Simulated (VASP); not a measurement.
# InP (zincblende type) (F-43m) in VASP: density of states with LDA

Aim: the density of states of InP (zincblende type) with LDA.

Program: VASP 6.6.1. These are calculated values, not measurements. Logs are shortened: lines on timing, memory, paths and dates and some standing lists are left out, and cuts for length are marked.

## 1. The cell of the first run

Symmetry: F-43m, No. 216, cubic system. Conventional cell: a = 4.774 Å, b = 4.774 Å, c = 4.774 Å, α = 90.00°, β = 90.00°, γ = 90.00°. In (site symmetry -43m) has 4 P at 2.07 Å within 2.7 Å. P (site symmetry -43m) has 4 In at 2.07 Å within 2.7 Å.

## 2. Density of states, LDA (volume scaled by 0.55)

File POSCAR:

```
InP
1.0
    0.0000000000      2.3871530355      2.3871530355
    2.3871530355      0.0000000000      2.3871530355
    2.3871530355      2.3871530355      0.0000000000
In P
1 1
Direct
    0.0000000000      0.0000000000      0.0000000000
    0.2500000000      0.2500000000      0.2500000000
```

File INCAR.step1:

```
SYSTEM = InP
PREC     = Accurate       ! precision mode
ENCUT    = 400            ! plane-wave cutoff, eV
EDIFF    = 1E-6           ! SCF threshold, eV
ISMEAR   = -1             ! smearing method
SIGMA    = 0.05           ! smearing width, eV
LREAL    = .FALSE.        ! projectors in reciprocal space
LASPH    = .TRUE.         ! aspherical terms in the spheres
NELM     = 120            ! most SCF steps
ALGO     = Normal         ! electronic algorithm
ISIF     = 2              ! what is computed and relaxed
LWAVE    = .FALSE.        ! write WAVECAR
LCHARG   = .TRUE.         ! write CHGCAR
NBANDS   = 16             ! bands
GGA_COMPAT= .FALSE.      
NEDOS    = 2001           ! points of the DOS
LORBIT   = 11             ! projections on sites
```

File KPOINTS.step1:

```
regular mesh
0
G
  11 11 11
  0 0 0
```

File INCAR.step2:

```
SYSTEM = InP
PREC     = Accurate       ! precision mode
ENCUT    = 400            ! plane-wave cutoff, eV
EDIFF    = 1E-6           ! SCF threshold, eV
ISMEAR   = -5             ! smearing method
SIGMA    = 0.05           ! smearing width, eV
LREAL    = .FALSE.        ! projectors in reciprocal space
LASPH    = .TRUE.         ! aspherical terms in the spheres
NELM     = 120            ! most SCF steps
ALGO     = Normal         ! electronic algorithm
ISIF     = 2              ! what is computed and relaxed
LWAVE    = .FALSE.        ! write WAVECAR
LCHARG   = .FALSE.        ! write CHGCAR
LORBIT   = 11             ! projections on sites
NEDOS    = 1001           ! points of the DOS
ICHARG   = 11             ! starting density
GGA_COMPAT= .FALSE.
```

File KPOINTS.step2:

```
regular mesh
0
G
  17 17 17
  0 0 0
```

Potentials or basis: VASP PAW LDA potentials, release 64 (In_d, P).

Launch:

```
$ cat potpaw_LDA.64/In_d/POTCAR potpaw_LDA.64/P/POTCAR > POTCAR
$ cp INCAR.step1 INCAR
$ cp KPOINTS.step1 KPOINTS
$ mpirun -np 1 vasp_std > vasp.out
$ cp INCAR.step2 INCAR
$ cp KPOINTS.step2 KPOINTS
$ mpirun -np 1 vasp_std > vasp.out
```

OUTCAR:

```text
SYSTEM = InP
   PREC = Accurate
   ENCUT = 400
   EDIFF = 1E-6
   ISMEAR = -5
   LREAL = .FALSE.
   LASPH = .TRUE.
   NELM = 120
   ISIF = 2
   LORBIT = 11
   ICHARG = 11

 ion  position               nearest neighbor table
   1  0.000  0.000  0.000-   2 2.07   2 2.07   2 2.07   2 2.07
   2  0.250  0.250  0.250-   1 2.07   1 2.07   1 2.07   1 2.07

  LATTYP: Found a face centered cubic cell.
 ALAT       =     4.7743060710

  Lattice vectors:

 A1 = (   0.0000000000,   2.3871530355,   2.3871530355)
 A2 = (   2.3871530355,   0.0000000000,   2.3871530355)
 A3 = (   2.3871530355,   2.3871530355,   0.0000000000)

Analysis of symmetry for initial positions (statically):
=====================================================================
 Subroutine PRICEL returns:
 Original cell was already a primitive cell.

 Routine SETGRP: Setting up the symmetry group for a
 face centered cubic supercell.

 Subroutine GETGRP returns: Found 24 space group operations
 (whereof 24 operations were pure point group operations)
 out of a pool of 48 trial point group operations.

The static configuration has the point symmetry T_d .

Analysis of symmetry for dynamics (positions and initial velocities):
=====================================================================
 Subroutine PRICEL returns:
 Original cell was already a primitive cell.

 Routine SETGRP: Setting up the symmetry group for a
 face centered cubic supercell.

 Subroutine GETGRP returns: Found 24 space group operations
 (whereof 24 operations were pure point group operations)
 out of a pool of 48 trial point group operations.

The dynamic configuration has the point symmetry T_d .

 Subroutine INISYM returns: Found 24 space group operations
 (whereof 24 operations are pure point group operations),
 and found     1 'primitive' translations

----------------------------------------------------------------------------------------

                                     Primitive cell

  volume of cell :      27.2064

  direct lattice vectors                    reciprocal lattice vectors
     0.000000000  2.387153035  2.387153035    -0.209454523  0.209454523  0.209454523
     2.387153035  0.000000000  2.387153035     0.209454523 -0.209454523  0.209454523
     2.387153035  2.387153035  0.000000000     0.209454523  0.209454523 -0.209454523

  length of vectors
     3.375944198  3.375944198  3.375944198     0.362785875  0.362785875  0.362785875

  position of ions in fractional coordinates (direct lattice)
     0.000000000  0.000000000  0.000000000
     0.250000000  0.250000000  0.250000000

  ion indices of the primitive-cell ions
   primitive index   ion index
                 1           1
                 2           2

----------------------------------------------------------------------------------------

 KPOINTS: regular mesh

Automatic generation of k-mesh.
 Grid dimensions read from file:
 generate k-points for:   17   17   17

 Generating k-lattice:

  Cartesian coordinates                     Fractional coordinates (reciprocal lattice)
    -0.012320854  0.012320854  0.012320854     0.058823529  0.000000000  0.000000000
     0.012320854 -0.012320854  0.012320854     0.000000000  0.058823529  0.000000000
     0.012320854  0.012320854 -0.012320854     0.000000000  0.000000000  0.058823529

  Length of vectors
     0.021340346  0.021340346  0.021340346

  Shift w.r.t. Gamma in fractional coordinates (k-lattice)
     0.000000000  0.000000000  0.000000000

 TETIRR: Found    693 inequivalent tetrahedra from    29478

 Subroutine IBZKPT returns following result:
 ===========================================

 Found    165 irreducible k-points:

 Following reciprocal coordinates:
            Coordinates               Weight
  0.000000  0.000000  0.000000      1.000000
  0.058824  0.000000  0.000000      8.000000
  0.117647  0.000000  0.000000      8.000000
  0.176471  0.000000  0.000000      8.000000
  0.235294  0.000000  0.000000      8.000000
  0.294118  0.000000  0.000000      8.000000
[... 16 lines left out ...]
 -0.176471  0.058824  0.000000     24.000000
 -0.117647  0.058824  0.000000     24.000000
 [... further k-points ...]
   k-points           NKPTS =    165   k-points in BZ     NKDIM =    165   number of bands    NBANDS=     13
   number of dos      NEDOS =   1001   number of ions     NIONS =      2
   total plane-waves  NPLWV =  13824
   dimension x,y,z NGX =    24 NGY =   24 NGZ =   24
   dimension x,y,z NGXF=    48 NGYF=   48 NGZF=   48
   ions per type =               1   1
   NGX,Y,Z   is equivalent  to a cutoff of  11.82, 11.82, 11.82 a.u.
   NGXF,Y,Z  is equivalent  to a cutoff of  23.64, 23.64, 23.64 a.u.
 SYSTEM =  InP
   PREC   = accura    normal or accurate (medium, high low for compatibility)
   ISTART =      0    job   : 0-new  1-cont  2-samecut
   ICHARG =     11    charge: 1-file 2-atom 10-const
   ISPIN  =      1    spin polarized calculation?
   LNONCOLLINEAR =      F non collinear calculations
   LSORBIT =      F    spin-orbit coupling
   LASPH  =      T    aspherical Exc in radial PAW
   ENCUT  =  400.0 eV  29.40 Ry    5.42 a.u.   5.51  5.51  5.51*2*pi/ulx,y,z
   NELM   =    120;   NELMIN=  2; NELMDL=  0     # of ELM steps
   EDIFF  = 0.1E-05   stopping-criterion for ELM
   LREAL  =      F    real-space projection
   EDIFFG = 0.1E-04   stopping-criterion for IOM
   NSW    =      0    number of steps for IOM
   IBRION =     -1    ionic relax: 0-MD 1-quasi-New 2-CG
   NFREE  =      0    steps in history (QN), initial steepest desc. (CG)
   ISIF   =      2    stress and relaxation
   ISYM   =      2    0-nonsym 1-usesym 2-fastsym
   POTIM  = 0.5000    time-step for ionic-motion
   TEBEG  =    0.0;   TEEND  =   0.0 temperature during run
   PSTRESS=    0.0 pullay stress
   NELECT =      18.0000    total number of electrons
   NUPDOWN=      -1.0000    fix difference up-down
   EMIN   =  10.00;   EMAX   =-10.00  energy-range for DOS
   EFERMI =   0.00;   METHOD = LEGACY
   ISMEAR =    -5;   SIGMA  =   0.05  broadening in eV -4-tet -1-fermi 0-gaus
   EFERMI_NEDOS =   21; number of points for ismear=-14 and -15
   IALGO  =     38    algorithm
   IMIX   =      4    mixing-type and parameters
     AMIX     =   0.40;   BMIX     =  1.00
     AMIX_MAG =   1.60;   BMIX_MAG =  1.00
  volume/ion in A,a.u.               =      13.60        91.80
  Fermi-wavevector in a.u.,A,eV,Ry     =   1.426512  2.695717 27.686989  2.034936
  Thomas-Fermi vector in A             =   2.546781
   LORBIT       =     11    0 simple, 1 ext, 2 COOP (PROOUT), +10 PAW based schemes
   GGA     = CA    functional components
   LHFCALC =     F    Hartree Fock is set to
   AEXX    =    0.0000 exact exchange contribution
   IVDW    =     0    specifies the selected vdW correction
   LEPSILON=     F    determine dielectric tensor
   LRPA    =     F    only Hartree local field effects (RPA)
 non-spin polarized calculation
 Fermi weights with tetrahedron method with Bloechl corrections
  energy-cutoff  :      400.00
  volume of cell :       27.21
 maximum number of plane-waves:       531
 NGX is ok and might be reduce to    24

 number of electron      17.9999988 magnetization

 Free energy of the ion-electron system (eV)
  ---------------------------------------------------
  ext. energy  EPLUGINS =         0.00000000
  ---------------------------------------------------
  free energy    TOTEN  =        -3.20209632 eV

  energy without entropy =       -3.20209632  energy(sigma->0) =       -3.20209632

 E-fermi :  15.0150     XC(G=0): -12.5635

 val. band max:       15.0095324042   @ k =   0.0000   0.0000   0.0000
 cond. band min:      15.0412082762   @ k =   0.4706   0.4706   0.0000
 fundamental gap:      0.0316758720
 Fermi energy:        15.0149737098

 k-point     1 :       0.0000    0.0000    0.0000
  band No.  band energies     occupation
      1      -3.0231      2.00000
      2      -2.9066      2.00000
      3      -2.9066      2.00000
      4      -2.9066      2.00000
      5      -2.1198      2.00000
      6      -2.1198      2.00000
      7      15.0095      2.00000
      8      15.0095      2.00000
      9      15.0095      2.00000
     10      17.7881      0.00000
     11      17.8678      0.00000
     12      17.8678      0.00000
     13      17.8678      0.00000

 k-point     2 :       0.0588    0.0000    0.0000
  band No.  band energies     occupation
      1      -3.1205      2.00000
      2      -2.8966      2.00000
      3      -2.8966      2.00000
      4      -2.7434      2.00000
      5      -2.1208      2.00000
      6      -2.1208      2.00000
      7      14.3052      2.00000
      8      14.8535      2.00000
      9      14.8535      2.00000
     10      17.7818      0.00000
     11      18.0461      0.00000
     12      18.0461      0.00000
     13      18.3670      0.00000

 k-point     3 :       0.1176    0.0000    0.0000
  band No.  band energies     occupation
      1      -3.2253      2.00000
      2      -2.8686      2.00000
      3      -2.8686      2.00000
      4      -2.4405      2.00000
      5      -2.1226      2.00000
      6      -2.1226      2.00000
      7      12.8886      2.00000
      8      14.4810      2.00000
      9      14.4810      2.00000
     10      17.7198      0.00000
     11      18.4610      0.00000
     12      18.4610      0.00000
     13      19.2522      0.00000

 k-point     4 :       0.1765    0.0000    0.0000
  band No.  band energies     occupation
      1      -3.3156      2.00000
      2      -2.8291      2.00000
      3      -2.8291      2.00000
      4      -2.1214      2.00000
      5      -2.1214      2.00000
      6      -2.0169      2.00000
      7      11.2838      2.00000
      8      14.0324      2.00000
      9      14.0324      2.00000
     10      17.6176      0.00000
     11      18.8920      0.00000
     12      18.8920      0.00000
     13      20.0812      0.00000

 k-point     5 :       0.2353    0.0000    0.0000
  band No.  band energies     occupation
      1      -3.3972      2.00000
      2      -2.7873      2.00000
      3      -2.7873      2.00000
      4      -2.1125      2.00000
      5      -2.1125      2.00000
      6      -1.4640      2.00000
      7       9.6478      2.00000
      8      13.5880      2.00000
      9      13.5880      2.00000
     10      17.4857      0.00000
     11      19.1458      0.00000
     12      19.1458      0.00000
     13      20.7779      0.00000
[... 257 lines left out ...]
 k-point    22 :      -0.2353    0.0588    0.0000
  band No.  band energies     occupation
      1      -3.4229      2.00000
      2      -2.7708      2.00000
      3      -2.7613      2.00000
      4      -2.1383      2.00000
      5      -2.0945      2.00000
      6      -1.1775      2.00000
      7       9.1417      2.00000
      8      12.6349      2.00000
      9      13.7603      2.00000
     10      17.7401      0.00000
     11      18.9825      0.00000
     12      19.3460      0.00000
     13      20.8338      0.00000

 k-point    23 :      -0.1765    0.0588    0.0000
  band No.  band energies     occupation
      1      -3.3495      2.00000
      2      -2.8135      2.00000
      3      -2.7983      2.00000
      4      -2.1456      2.00000
      5      -2.1172      2.00000
      6      -1.7628      2.00000
      7      10.7573      2.00000
      8      13.0217      2.00000
      9      14.2265      2.00000
     10      17.8955      0.00000
     11      18.7439      0.00000
     12      19.2477      0.00000
     13      20.1964      0.00000

 k-point    24 :      -0.1176    0.0588    0.0000
  band No.  band energies     occupation
      1      -3.2710      2.00000
      2      -2.8546      2.00000
      3      -2.8379      2.00000
      4      -2.2630      2.00000
      5      -2.1415      2.00000
      6      -2.0861      2.00000
      7      12.3534      2.00000
      8      13.4814      2.00000
      9      14.6423      2.00000
     10      18.0008      0.00000
     11      18.3590      0.00000
     12      18.7703      0.00000
     13      19.6683      0.00000

 [... further k-points ...]
[... 5 lines left out ...]
  --------------------------------------------------------------------------------------
  -------------------------------------------------------------------------------------
  Total       26.8377593     26.8377593     26.8377593     -0.0000000      0.0000000     -0.0000000
  in kB     1580.4692696   1580.4692696   1580.4692696     -0.0000000      0.0000000     -0.0000000
  external PRESSURE =    1580.4692696 kB  Pullay stress =       0.0000000 kB

 VOLUME and BASIS-vectors are now :
 -----------------------------------------------------------------------------
  energy-cutoff  :      400.00
  volume of cell :       27.21
      direct lattice vectors                 reciprocal lattice vectors
     0.000000000  2.387153035  2.387153035    -0.209454523  0.209454523  0.209454523
     2.387153035  0.000000000  2.387153035     0.209454523 -0.209454523  0.209454523
     2.387153035  2.387153035  0.000000000     0.209454523  0.209454523 -0.209454523

 POSITION                                       TOTAL-FORCE (eV/Angst)
 -----------------------------------------------------------------------------------
      0.00000      0.00000      0.00000         0.000000      0.000000      0.000000
      1.19358      1.19358      1.19358        -0.000000     -0.000000     -0.000000
 -----------------------------------------------------------------------------------
    total drift:                               -0.000002     -0.000002     -0.000001

  FREE ENERGIE OF THE ION-ELECTRON SYSTEM (eV)
  ---------------------------------------------------
  free  energy   TOTEN  =        -3.2020963170 eV

  energy  without entropy=       -3.2020963170  energy(sigma->0) =       -3.20209632

 total charge

# of ion       s       p       d       tot
------------------------------------------
    1        1.043   1.773  10.113  12.929
    2        1.053   1.987   0.000   3.040
--------------------------------------------------
tot          2.096   3.760  10.113  15.969
```

Run time: 24 s. Hardware: 1 thread of Intel Xeon Platinum 8375C at 2.90GHz (Ice Lake), shared host; peak memory 0.16 GiB.

What came out:

```yaml
Valence_electrons_inside_the_program's_atomic_spheres: In 12.93; P 3.04
```

Caveat: spin-orbit coupling is left out, which moves the levels of the heavy elements.
